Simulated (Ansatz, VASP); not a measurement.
## One calculation of Ca, two programs

The input INCAR:

```
ALGO     = Normal         # electronic algorithm
EDIFF    = 1E-6           # SCF threshold, eV
ENCUT    = 520            # plane-wave cutoff, eV
ISIF     = 2              # what is computed and relaxed
ISMEAR   = 0              # smearing method
LASPH    = True           # aspherical terms in the spheres
LCHARG   = False          # write CHGCAR
LREAL    = False          # projectors in reciprocal space
LWAVE    = False          # write WAVECAR
NBANDS   = 11             # bands
NELM     = 60             # most SCF steps
PREC     = Accurate       # precision mode
SIGMA    = 0.01           # smearing width, eV
```

The input KPOINTS:

```
k-points
0
Gamma
  10 10 10
```

The input POSCAR:

```
Ca
1.0
    0.0000000000      2.6714532750      2.6714532750
    2.6714532750      0.0000000000      2.6714532750
    2.6714532750      2.6714532750      0.0000000000
Ca
1
Direct
    0.0000000000      0.0000000000      0.0000000000
```

Input for Ansatz:

```yaml
crystal:
  lattice:
    - [0.0, 2.671453275, 2.671453275]
    - [2.671453275, 0.0, 2.671453275]
    - [2.671453275, 2.671453275, 0.0]
  atoms:
    - { symbol: Ca, position: [0.0, 0.0, 0.0] }
hamiltonian:
  xc: lda
  pseudopotentials:
    kind: paw
    azcp:
      Ca: "pseudopotentials/Ca.paw.azcp"
basis:
  ecutwfc: 420
  fft_grid_basis: typed
kpoints:
  mp_grid: { grid: [10, 10, 10], shift: [0, 0, 0] }
magnetization:
  spin_polarized: false
scf:
  occupations: { method: gaussian, width: 0.01 }
  lower_state_search: "off"
output:
  stress: true
  write_density: true
  write_potential: true
  elf: true
  volumetric_format: npy
```

Alike in both runs: task single point; functional LDA; k mesh 10 × 10 × 10; occupations gaussian, width 0.01 eV; no spin polarisation.

```csv
,VASP,Ansatz
version,VASP 6.6.1,Ansatz 0.2.0
potentials or method,"VASP PAW LDA potentials, release 64 (Ca_sv), cutoff 520 eV","plane waves (420 eV) with PAW, scalar-relativistic"
valence electrons in the cell,10,10
```

|  | VASP | Ansatz | Ansatz less VASP |
| --- | --- | --- | --- |
| pressure (GPa) | -0.1 | -0.1 | -0.02 |

Ansatz warns that its potentials were made for another functional, while VASP's fit it. LDA's correlation is that of Perdew and Zunger in VASP and of Perdew and Wang (1992) in Ansatz.
